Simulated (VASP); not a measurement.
# PbF2 (Fm-3m) in VASP: further runs

Runs on PbF2. Level: PBEsol. Tasks: relaxation of cell and atoms.

All numbers are computed with VASP 6.6.1; they aren't measurements. Logs are shortened: lines on timing, memory, paths and dates and some standing lists are left out, and cuts for length are marked.

## Step 1: The cell of the first run

It takes space group Fm-3m (No. 225, cubic). Conventional cell: a = 5.899 Å, b = 5.899 Å, c = 5.899 Å, α = 90.00°, β = 90.00°, γ = 90.00°. Within 3.4 Å of Pb (site symmetry m-3m) lie 8 F at 2.55 Å. F (site symmetry -43m) has 4 Pb at 2.55 Å and 6 F at 2.95 Å within 3.4 Å.

## Step 2: Relaxation of cell and atoms, PBEsol, target pressure 10 GPa, at which the enthalpy is minimised

Contents of INCAR:

```
ALGO = Normal
EDIFF = 1E-6
EDIFFG = -0.002
ENCUT = 600
GGA = PS
IBRION = 2
ISIF = 3
ISMEAR = 0
LASPH = T
LCHARG = F
LREAL = F
LWAVE = F
NELM = 60
NSW = 100
PREC = Accurate
PSTRESS = 100.0
SIGMA = 0.01
```

Contents of KPOINTS:

```
k-points
0
Gamma
  6 6 6
```

Contents of POSCAR:

```
PbF2
1.0
    0.0000000000      2.9493366667      2.9493366667
    2.9493366667      0.0000000000      2.9493366667
    2.9493366667      2.9493366667      0.0000000000
Pb F
1 2
Direct
    0.0000000000      0.0000000000      0.0000000000
    0.2500000000      0.2500000000      0.2500000000
    0.7500000000      0.7500000000      0.7500000000
```

Potentials or basis: VASP PAW PBE potentials, release 64 (Pb_d, F).

On the command line:

```sh
$ cat potpaw_PBE.64/Pb_d/POTCAR potpaw_PBE.64/F/POTCAR > POTCAR
$ mpirun -np 1 vasp_std > vasp.out
```

OUTCAR:

```text
EDIFF = 1E-6
   EDIFFG = -0.002
   ENCUT = 600
   GGA = PS
   IBRION = 2
   ISIF = 3
   ISMEAR = 0
   LASPH = T
   LREAL = F
   NELM = 60
   NSW = 100
   PREC = Accurate
   PSTRESS = 100.0

 ion  position               nearest neighbor table
   1  0.000  0.000  0.000-   3 2.55   3 2.55   3 2.55   2 2.55   3 2.55   2 2.55   2 2.55   2 2.55

   2  0.250  0.250  0.250-   1 2.55   1 2.55   1 2.55   1 2.55
   3  0.750  0.750  0.750-   1 2.55   1 2.55   1 2.55   1 2.55

  LATTYP: Found a face centered cubic cell.
 ALAT       =     5.8986733334

  Lattice vectors:

 A1 = (   0.0000000000,   2.9493366667,   2.9493366667)
 A2 = (   2.9493366667,   0.0000000000,   2.9493366667)
 A3 = (   2.9493366667,   2.9493366667,   0.0000000000)

Analysis of symmetry for initial positions (statically):
=====================================================================
 Subroutine PRICEL returns:
 Original cell was already a primitive cell.

 Routine SETGRP: Setting up the symmetry group for a
 face centered cubic supercell.

 Subroutine GETGRP returns: Found 48 space group operations
 (whereof 48 operations were pure point group operations)
 out of a pool of 48 trial point group operations.

The static configuration has the point symmetry O_h .

Analysis of symmetry for dynamics (positions and initial velocities):
=====================================================================
 Subroutine PRICEL returns:
 Original cell was already a primitive cell.

 Routine SETGRP: Setting up the symmetry group for a
 face centered cubic supercell.

 Subroutine GETGRP returns: Found 48 space group operations
 (whereof 48 operations were pure point group operations)
 out of a pool of 48 trial point group operations.

The dynamic configuration has the point symmetry O_h .

 Subroutine INISYM returns: Found 48 space group operations
 (whereof 48 operations are pure point group operations),
 and found     1 'primitive' translations

----------------------------------------------------------------------------------------

                                     Primitive cell

  volume of cell :      51.3101

  direct lattice vectors                    reciprocal lattice vectors
     0.000000000  2.949336667  2.949336667    -0.169529646  0.169529646  0.169529646
     2.949336667  0.000000000  2.949336667     0.169529646 -0.169529646  0.169529646
     2.949336667  2.949336667  0.000000000     0.169529646  0.169529646 -0.169529646

  length of vectors
     4.170991914  4.170991914  4.170991914     0.293633960  0.293633960  0.293633960

  position of ions in fractional coordinates (direct lattice)
     0.000000000  0.000000000  0.000000000
[... 55 lines left out ...]
   total plane-waves  NPLWV =  46656
   dimension x,y,z NGX =    36 NGY =   36 NGZ =   36
   dimension x,y,z NGXF=    72 NGYF=   72 NGZF=   72
   ions per type =               1   2
   NGX,Y,Z   is equivalent  to a cutoff of  14.35, 14.35, 14.35 a.u.
   NGXF,Y,Z  is equivalent  to a cutoff of  28.70, 28.70, 28.70 a.u.
 SYSTEM =  unknown system
   PREC   = accura    normal or accurate (medium, high low for compatibility)
   ISTART =      0    job   : 0-new  1-cont  2-samecut
   ICHARG =      2    charge: 1-file 2-atom 10-const
   ISPIN  =      1    spin polarized calculation?
   LNONCOLLINEAR =      F non collinear calculations
   LSORBIT =      F    spin-orbit coupling
   LASPH  =      T    aspherical Exc in radial PAW
   ENCUT  =  600.0 eV  44.10 Ry    6.64 a.u.   8.33  8.33  8.33*2*pi/ulx,y,z
   NELM   =     60;   NELMIN=  2; NELMDL= -5     # of ELM steps
   EDIFF  = 0.1E-05   stopping-criterion for ELM
   LREAL  =      F    real-space projection
   EDIFFG = -.2E-02   stopping-criterion for IOM
   NSW    =    100    number of steps for IOM
   IBRION =      2    ionic relax: 0-MD 1-quasi-New 2-CG
   NFREE  =      1    steps in history (QN), initial steepest desc. (CG)
   ISIF   =      3    stress and relaxation
   ISYM   =      2    0-nonsym 1-usesym 2-fastsym
   POTIM  = 0.5000    time-step for ionic-motion
   TEBEG  =    0.0;   TEEND  =   0.0 temperature during run
   PSTRESS=  100.0 pullay stress
   NELECT =      28.0000    total number of electrons
   NUPDOWN=      -1.0000    fix difference up-down
   EMIN   =  10.00;   EMAX   =-10.00  energy-range for DOS
   EFERMI =   0.00;   METHOD = LEGACY
   ISMEAR =     0;   SIGMA  =   0.01  broadening in eV -4-tet -1-fermi 0-gaus
   EFERMI_NEDOS =   21; number of points for ismear=-14 and -15
   IALGO  =     38    algorithm
   IMIX   =      4    mixing-type and parameters
     AMIX     =   0.40;   BMIX     =  1.00
     AMIX_MAG =   1.60;   BMIX_MAG =  1.00
  volume/ion in A,a.u.               =      17.10       115.42
  Fermi-wavevector in a.u.,A,eV,Ry     =   1.337806  2.528087 24.350688  1.789725
  Thomas-Fermi vector in A             =   2.466326
   LORBIT       =      0    0 simple, 1 ext, 2 COOP (PROOUT), +10 PAW based schemes
   GGA     = PS    functional components
   LHFCALC =     F    Hartree Fock is set to
   AEXX    =    0.0000 exact exchange contribution
   IVDW    =     0    specifies the selected vdW correction
   LEPSILON=     F    determine dielectric tensor
   LRPA    =     F    only Hartree local field effects (RPA)
 conjugate gradient relaxation of ions
 non-spin polarized calculation
 Gauss-broadening in eV      SIGMA  =   0.01
  energy-cutoff  :      600.00
  volume of cell :       51.31
 maximum number of plane-waves:      1736
 NGX is ok and might be reduce to    36
   NGX = 17   NGY = 17   NGZ = 17

--------------------------------------- Ionic step        1  -------------------------------------------

 number of electron      28.0000010 magnetization

 Free energy of the ion-electron system (eV)
  ---------------------------------------------------
  ext. energy  EPLUGINS =         0.00000000
  ---------------------------------------------------
  free energy    TOTEN  =       -14.93998915 eV

  energy without entropy =      -14.93998915  energy(sigma->0) =      -14.93998915

 E-fermi :   1.9750     XC(G=0):  -9.7343

 val. band max:        1.8921967893   @ k =  -0.3333   0.3333   0.1667
 cond. band min:       6.2168713052   @ k =   0.5000   0.5000   0.0000
 fundamental gap:      4.3246745159
 Fermi energy:         1.9750039155

 k-point     1 :       0.0000    0.0000    0.0000
  band No.  band energies     occupation
      1     -19.1819      2.00000
      2     -18.5154      2.00000
      3     -12.4667      2.00000
      4     -12.4667      2.00000
      5     -12.4667      2.00000
      6     -12.3962      2.00000
[... 519 lines left out ...]
--------------------------------------- Ionic step        6  -------------------------------------------

 number of electron      27.9999997 magnetization

 Free energy of the ion-electron system (eV)
  ---------------------------------------------------
  ext. energy  EPLUGINS =         0.00000000
  ---------------------------------------------------
  free energy    TOTEN  =       -14.80017628 eV

  energy without entropy =      -14.80017628  energy(sigma->0) =      -14.80017628

 E-fermi :   3.3664     XC(G=0): -10.2902

 val. band max:        3.2984998247   @ k =  -0.3333   0.5000   0.1667
 cond. band min:       7.5813441859   @ k =   0.5000   0.5000   0.0000
 fundamental gap:      4.2828443613
 Fermi energy:         3.3663709287

 k-point     1 :       0.0000    0.0000    0.0000
  band No.  band energies     occupation
      1     -18.7372      2.00000
      2     -17.8454      2.00000
      3     -11.2753      2.00000
      4     -11.2753      2.00000
      5     -11.2753      2.00000
      6     -11.1387      2.00000
[... 359 lines left out ...]
  energy  without entropy=      -14.8001762788  energy(sigma->0) =      -14.80017628

  enthalpy is  TOTEN    =       -11.9163511573 eV   P V=        2.8838251215

 reached required accuracy - stopping structural energy minimisation
```

It took 2.3 min on 1 thread of Intel Xeon 8259CL, shared host; peak memory 0.22 GiB.

Results:

| Property | Result |
| --- | --- |
| Free energy | -14.8002 eV |
| Relaxed volume | 15.40 Å³/atom |
| Relaxed cell | a = 4.028 Å, b = 4.028 Å, c = 4.028 Å, α = 60.00°, β = 60.00°, γ = 60.00° |
| Space group after relaxing (to 0.1 Å) | Fm-3m (No. 225) |
| Energy change on relaxing (the run minimises the enthalpy) | +46.6 meV/atom |
| Ionic steps | 6 |
| Pressure after relaxing | 10.0 GPa |
| Band gap on the k mesh | 4.28 eV (least direct gap 4.41 eV) |

Step by step:
```csv
step,energy change (eV),largest force (eV/Å),pressure (GPa),volume (Å³)
1,0.0000,0.0000,-0.22,51.31
2,0.3619,0.0000,17.99,43.63
3,0.1388,0.0000,9.97,46.22
4,0.1449,0.0000,10.24,46.12
5,0.1358,0.0000,9.83,46.27
6,0.1398,0.0000,10.02,46.20
```

Final structure:
```
Pb F
1.0
     0.00000    2.84806    2.84806
     2.84806    0.00000    2.84806
     2.84806    2.84806    0.00000
Pb F
1 2
Direct
  0.00000 0.00000 0.00000
  0.25000 0.25000 0.25000
  0.75000 0.75000 0.75000
```

Levels at points of the mesh, in eV from the valence-band top:
| k point | band 10 | band 11 | band 12 | band 13 | band 14 | band 15 | band 16 | band 17 | band 18 |
| --- | --- | --- | --- | --- | --- | --- | --- | --- | --- |
| (0.00, 0.00, 0.00) | -3.28 | -3.28 | -2.77 | -2.77 | -2.77 | 6.75 | 6.75 | 6.75 | 10.77 |
| (0.50, 0.00, 0.00) | -3.62 | -3.62 | -2.92 | -2.92 | -0.06 | 4.88 | 7.96 | 7.96 | 13.24 |
| (0.50, 0.50, 0.00) | -4.67 | -2.27 | -2.23 | -2.23 | -0.13 | 4.28 | 8.26 | 8.26 | 8.49 |

Caveat: the cell is relaxed towards a set pressure, so the run minimises the enthalpy, not the energy; the PAW data sets were made with another functional, which shifts forces and pressure a little; spin-orbit coupling is left out, which moves the levels of the heavy elements. A k mesh can miss the band edges.

## Step 3: Relaxation of cell and atoms, PBEsol, target pressure 15 GPa, at which the enthalpy is minimised

Contents of INCAR:

```
  ALGO = Normal
  EDIFF = 1E-7
  EDIFFG = -0.002
  ENCUT = 600
  GGA = PS
  IBRION = 2
  ISIF = 3
  ISMEAR = 0
  LASPH = T
  LCHARG = F
  LREAL = F
  LWAVE = F
  NELM = 100
  NSW = 100
  PREC = Accurate
  PSTRESS = 150.0
  SIGMA = 0.01
```

KPOINTS is that of step 2.

POSCAR is that of step 2.

Potentials or basis: VASP PAW PBE potentials, release 64 (Pb_d, F).

On the command line:

```sh
$ cat potpaw_PBE.64/Pb_d/POTCAR potpaw_PBE.64/F/POTCAR > POTCAR
$ mpirun -np 1 vasp_std > vasp.out
```

Wall time 2.5 min (1 thread of Intel Xeon 8259CL, shared host); peak memory 0.22 GiB.

Results (log left out):

* Free energy: -14.6683 eV
* Relaxed volume: 14.83 Å³/atom
* Relaxed cell: a = 3.978 Å, b = 3.978 Å, c = 3.978 Å, α = 60.00°, β = 60.00°, γ = 60.00°
* Space group after relaxing (to 0.1 Å): Fm-3m (No. 225)
* Energy change on relaxing (the run minimises the enthalpy): +90.6 meV/atom
* Ionic steps: 6
* Pressure after relaxing: 15.0 GPa
* Band gap on the k mesh: 4.25 eV (least direct gap 4.39 eV)

The path:
| step | energy change (eV) | largest force (eV/Å) | pressure (GPa) | volume (Å³) |
| --- | --- | --- | --- | --- |
| 1 | 0.0000 | 0.0000 | -0.22 | 51.31 |
| 2 | 0.9058 | 0.0000 | 33.42 | 40.16 |
| 3 | 0.2643 | 0.0000 | 14.74 | 44.58 |
| 4 | 0.2763 | 0.0000 | 15.16 | 44.45 |
| 5 | 0.2682 | 0.0000 | 14.88 | 44.54 |
| 6 | 0.2717 | 0.0000 | 15.00 | 44.50 |

Final structure:
```cif
data_structure
_symmetry_space_group_name_H-M 'P 1'
_symmetry_Int_Tables_number 1
_cell_length_a 3.9777
_cell_length_b 3.9777
_cell_length_c 3.9777
_cell_angle_alpha 60.000
_cell_angle_beta 60.000
_cell_angle_gamma 60.000
_cell_volume 44.50
loop_
_atom_site_label
_atom_site_type_symbol
_atom_site_fract_x
_atom_site_fract_y
_atom_site_fract_z
_atom_site_occupancy
Pb1 Pb 0.00000 0.00000 0.00000 1
F1 F 0.25000 0.25000 0.25000 1
F2 F 0.75000 0.75000 0.75000 1
```

Levels at points of the mesh, in eV from the valence-band top:
```csv
k point,band 10,band 11,band 12,band 13,band 14,band 15,band 16,band 17,band 18
"(0.00, 0.00, 0.00)",-3.57,-3.57,-3.07,-3.07,-3.07,6.73,6.73,6.73,10.81
"(0.50, 0.00, 0.00)",-3.96,-3.96,-3.20,-3.20,-0.08,4.82,8.05,8.05,13.26
"(0.50, 0.50, 0.00)",-5.06,-2.54,-2.48,-2.48,-0.13,4.25,8.34,8.38,8.38
```

Caveat: the cell is relaxed towards a set pressure, so the run minimises the enthalpy, not the energy; the PAW data sets were made with another functional, which shifts forces and pressure a little; spin-orbit coupling is left out, which moves the levels of the heavy elements.
